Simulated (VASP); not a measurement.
Here is a VASP 6.6.1 calculation.

INCAR

```
SYSTEM = VN2
PREC = Accurate ; ENCUT = 520
EDIFF = 1E-6 ; ISMEAR = 0
SIGMA = 0.15 ; LREAL = .FALSE.
LASPH = .TRUE. ; NELM = 80
ALGO = Normal ; ISIF = 2
LWAVE = .FALSE. ; LCHARG = .TRUE.
GGA = PS ; LELF = .TRUE.
LVHAR = .TRUE. ; NBANDS = 32
```

The input KPOINTS:

```
Automatic mesh
0
G
  16 16 16
  0 0 0
```

POSCAR

```
VN2
1.0
   -2.2368387356      2.2368387356      2.4552814615
    2.2368387356     -2.2368387356      2.4552814615
    2.2368387356      2.2368387356     -2.4552814615
V N
2 4
Direct
    0.2500000000      0.2500000000      0.0000000000
    0.7500000000      0.7500000000      0.0000000000
    0.1142608421      0.6142608421      0.7285216842
    0.6142608421      0.8857391579      0.5000000000
    0.8857391579      0.3857391579      0.2714783159
    0.3857391579      0.1142608421      0.5000000000
```

Potentials or basis: VASP PAW PBE potentials, release 64 (V_sv, N).

The run is started by

```bash
$ cat potpaw_PBE.64/V_sv/POTCAR potpaw_PBE.64/N/POTCAR > POTCAR
$ mpirun -np 1 vasp_std > vasp.out
```

Question: Estimate the largest force.

Answer: 0.680 eV/Å.

Question: Predict the band gap on the k mesh.

Answer: Zero (bands 23 and 24 overlap by 0.44 eV).

Stress tensor (GPa, compression positive):
```
-39.02   0.00   0.00
  0.00 -39.02   0.00
  0.00   0.00  -9.39
```

Caveat: the cell differs from its parent crystal (strain +0.050 along x and y, +0.000 along z); the cell stands under tension; the PAW data sets were made with another functional, which shifts forces and pressure a little; the run has no spin polarisation, though such a crystal can be magnetic.
